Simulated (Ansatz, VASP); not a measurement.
## ZnSe: VASP beside Ansatz

```
Se Zn
1.0
     0.00000    2.83380    2.83380
     2.83380    0.00000    2.83380
     2.83380    2.83380    0.00000
Se Zn
1 1
Cartesian
  4.2507 4.2507 4.2507
  0.0000 0.0000 0.0000
```

Alike in both runs: task single point; functional PBE-based screened hybrid; k mesh 4 × 4 × 4; occupations fermi-dirac, width 0.05 eV; no spin polarisation.

```csv
,VASP,Ansatz
version,VASP 6.6.1,Ansatz 0.2.0
potentials or method,"VASP PAW PBE potentials, release 64 (Se, Zn)",Ansatz PAW
plane-wave cutoff (eV),520,420
valence electrons in the cell,18,28
```

|  | VASP | Ansatz | Ansatz less VASP |
| --- | --- | --- | --- |
| gap on the k mesh at the Fermi level (eV) | 2.07 | 2.08 | +0.010 |
| least direct gap on the mesh (eV) | 2.07 | 2.08 | +0.010 |
| pressure (GPa) | 1.8 | 1.8 | 0.00 |

VASP's potentials were made for PBE, not for PBE-based screened hybrid. VASP's potentials hold 18 valence electrons a cell and Ansatz's 28, so a difference there can come from the potentials and not from the codes.

The k mesh is coarse, so the values compare programs but aren't converged.
